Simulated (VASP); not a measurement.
Write the native input for VASP 6.6.1 that does the following.

```yaml
Task: single point
Functional: RPBE
Dispersion: D4
Potentials_or_basis: VASP PAW PBE potentials, release 64 (In_d, P)
Cutoff: 520 eV
k_mesh: 8 × 8 × 8
Occupations: fermi-dirac, width 0.05 eV
Spin: no spin polarisation
Dipole_correction: no
Further_INCAR_settings: ALGO = Normal; EDIFF = 1e-07; NBANDS = 16
```

The structure of InP lies in POSCAR:

```
InP
1.0
    0.0000000000      2.9879753761      2.9879753761
    2.9879753761      0.0000000000      2.9879753761
    2.9879753761      2.9879753761      0.0000000000
In P
1 1
Direct
    0.0000000000      0.0000000000      0.0000000000
    0.7500000000      0.7500000000      0.7500000000
```

The input as run:

INCAR

```
SYSTEM = InP
ALGO = Normal ; EDIFF = 1E-7
ENCUT = 520 ; GGA = RP
ISIF = 2 ; ISMEAR = -1
IVDW = 13 ; LASPH = .TRUE.
LCHARG = .FALSE. ; LREAL = .FALSE.
LWAVE = .FALSE. ; NBANDS = 16
NELM = 100 ; PREC = Accurate
SIGMA = 0.05
```

KPOINTS

```
k-points
0
G
  8 8 8
  0 0 0
```

Potentials or basis: VASP PAW PBE potentials, release 64 (In_d, P).

Run with:

```bash
$ cat potpaw_PBE.64/In_d/POTCAR potpaw_PBE.64/P/POTCAR > POTCAR
$ mpirun -np 1 vasp_std > vasp.out
```

It gave:

```json
{
  "Pressure": "-2.7 GPa",
  "Band gap on the k mesh": "0.53 eV, direct",
  "Dispersion energy per atom": "-0.569 eV"
}
```

Caveat: the PAW data sets were made with another functional, which shifts forces and pressure a little; spin-orbit coupling is left out, which moves the levels of the heavy elements.

Wall time 25 s on 1 thread of Intel Xeon 6975P-C, on a shared host, peak memory 0.18 GiB.
